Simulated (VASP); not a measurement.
Here is a VASP 6.6.1 calculation.

INCAR

```
PREC     = Accurate       # precision mode
ENCUT    = 520            # plane-wave cutoff, eV
EDIFF    = 1E-6           # SCF threshold, eV
ISMEAR   = 0              # smearing method
SIGMA    = 0.01           # smearing width, eV
LREAL    = False          # projectors in reciprocal space
LASPH    = True           # aspherical terms in the spheres
NELM     = 100            # most SCF steps
ALGO     = Normal         # electronic algorithm
ISIF     = 2              # what is computed and relaxed
LWAVE    = False          # write WAVECAR
LCHARG   = False          # write CHGCAR
GGA      = PE             # functional
NBANDS   = 11             # bands
```

Contents of KPOINTS:

```
regular mesh
0
Gamma
  10 10 10
```

The input POSCAR:

```
BP
1.0
    0.0000000000      2.2683156866      2.2683156866
    2.2683156866      0.0000000000      2.2683156866
    2.2683156866      2.2683156866      0.0000000000
B P
1 1
Direct
    0.0000000000      0.0000000000      0.0000000000
    0.2500000000      0.2500000000      0.2500000000
```

Potentials or basis: VASP PAW PBE potentials, release 64 (B, P).

Command:

```bash
$ cat potpaw_PBE.64/B/POTCAR potpaw_PBE.64/P/POTCAR > POTCAR
$ mpirun -np 1 vasp_std > vasp.out
```

(1) What does it give for the pressure?

(2) What does it give for the band gap on the k mesh?

Answers

(1) 1.0 GPa.

(2) 1.24 eV, indirect (least direct gap 3.40 eV).
